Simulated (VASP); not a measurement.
Write the native input for VASP 6.6.1 that does the following.

```yaml
Task: single point
Functional: LDA
Potentials_or_basis: VASP PAW LDA potentials, release 64 (Zn, S)
Cutoff: 500 eV
k_mesh: 6 × 6 × 6
Occupations: methfessel-paxton, width 0.13 eV
Spin: no spin polarisation
Dipole_correction: no
Further_INCAR_settings: ALGO = Normal; EDIFF = 1e-06; NBANDS = 16
```

The structure of ZnS lies in POSCAR:

```
ZnS
1.0
    0.0000000000      2.6936828773      2.6936828773
    2.6936828773      0.0000000000      2.6936828773
    2.6936828773      2.6936828773      0.0000000000
Zn S
1 1
Direct
    0.0000000000      0.0000000000      0.0000000000
    0.2500000000      0.2500000000      0.2500000000
```

The input as run:

INCAR

```
SYSTEM = ZnS
PREC     = Accurate       ! precision mode
ENCUT    = 500            ! plane-wave cutoff, eV
EDIFF    = 1E-6           ! SCF threshold, eV
ISMEAR   = 1              ! smearing method
SIGMA    = 0.13           ! smearing width, eV
LREAL    = .FALSE.        ! projectors in reciprocal space
LASPH    = .TRUE.         ! aspherical terms in the spheres
NELM     = 120            ! most SCF steps
ALGO     = Normal         ! electronic algorithm
ISIF     = 2              ! what is computed and relaxed
LWAVE    = .FALSE.        ! write WAVECAR
LCHARG   = .FALSE.        ! write CHGCAR
GGA      = CA             ! functional
NBANDS   = 16             ! bands
GGA_COMPAT= .FALSE.
```

KPOINTS

```
Automatic mesh
0
G
  6 6 6
  0 0 0
```

Potentials or basis: VASP PAW LDA potentials, release 64 (Zn, S).

Command:

```bash
$ cat potpaw_LDA.64/Zn/POTCAR potpaw_LDA.64/S/POTCAR > POTCAR
$ mpirun -np 1 vasp_std > vasp.out
```

It gave:

```json
{
  "Pressure": "-3.7 GPa",
  "Band gap on the k mesh": "1.93 eV, direct"
}
```

Run time: 5.1 s on 1 thread of Intel(R) Xeon(R) 6975P-C (Granite Rapids), with other jobs on the host, peak memory 0.13 GiB.
